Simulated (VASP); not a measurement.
## MgS: single point with PBE0

Crystal: MgS.

```
S Mg
1.0
     0.00000    2.68162    2.68162
     2.68162    0.00000    2.68162
     2.68162    2.68162    0.00000
S Mg
1 1
Direct
  0.25000 0.25000 0.25000
  0.00000 0.00000 0.00000
```

```yaml
Program: VASP 6.6.1
Task: single point
Functional: PBE0
Potentials_or_basis: VASP PAW PBE potentials, release 64 (S, Mg)
Cutoff: 520 eV
k_mesh: 6 × 6 × 6
Occupations: gaussian, width 0.05 eV
Spin: no spin polarisation
Dipole_correction: no
Grid_for_exact_exchange_PRECFOCK: Normal
Further_INCAR_settings: ALGO = Normal; EDIFF = 1e-06; NBANDS = 11
Share_of_exact_exchange: 0.25
```

| Property | Result |
| --- | --- |
| Pressure | 13.2 GPa |
| Band gap on the k mesh | 5.41 eV (least direct gap 6.14 eV) |

Levels at points of the mesh, in eV from the valence-band top:
| k point | band 1 | band 2 | band 3 | band 4 | band 5 | band 6 | band 7 | band 8 | band 9 |
| --- | --- | --- | --- | --- | --- | --- | --- | --- | --- |
| (0.00, 0.00, 0.00) | -13.12 | 0.00 | 0.00 | 0.00 | 6.14 | 10.41 | 10.41 | 10.41 | 13.36 |
| (0.50, 0.00, 0.00) | -12.07 | -4.10 | -0.42 | -0.42 | 7.59 | 9.83 | 9.83 | 11.40 | 16.18 |
| (0.50, 0.50, 0.00) | -11.72 | -3.63 | -1.36 | -1.36 | 5.41 | 7.69 | 15.21 | 15.92 | 15.92 |

It took 20 min on 1 thread of Intel Xeon 8259CL, with other jobs on the host, peak memory 0.18 GiB.

Caveat: the cell stands under pressure; the PAW data sets were made with another functional, which shifts forces and pressure a little. A k mesh can miss the band edges.
